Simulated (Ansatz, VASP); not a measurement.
## One calculation of ZnSe, two programs

```
CELL_PARAMETERS angstrom
0.00000 2.59650 3.37545
2.59650 0.00000 3.37545
2.59650 2.59650 0.00000
ATOMIC_POSITIONS crystal
Zn 0.00000 0.00000 0.00000
Se 0.75000 0.75000 0.75000
```

Alike in both runs: task single point; functional r2SCAN; k mesh 10 × 10 × 10; occupations gaussian, width 0.05 eV; no spin polarisation.

```csv
,VASP,Ansatz
version,VASP 6.6.1,Ansatz 0.2.0
potentials or method,"VASP PAW PBE potentials, release 64 (Zn, Se), cutoff 520 eV","scalar-relativistic, plane waves, PAW"
valence electrons in the cell,18,28
```

|  | VASP | Ansatz | Ansatz less VASP |
| --- | --- | --- | --- |
| gap on the k mesh at the Fermi level (eV) | 0.87 | 0.87 | +0.001 |
| least direct gap on the mesh (eV) | 0.88 | 0.88 | 0.000 |
| pressure (GPa) | -1.0 | -1.0 | -0.07 |
| traceless stress, the component that is largest in VASP (GPa) | -10.30 | -10.29 | +0.005 |

VASP's potentials were made for PBE, not for r2SCAN. The functional is the same, so the differences come from potentials, cutoffs and numerics. VASP's potentials hold 18 valence electrons a cell and Ansatz's 28, so a difference there can come from the potentials and not from the codes.
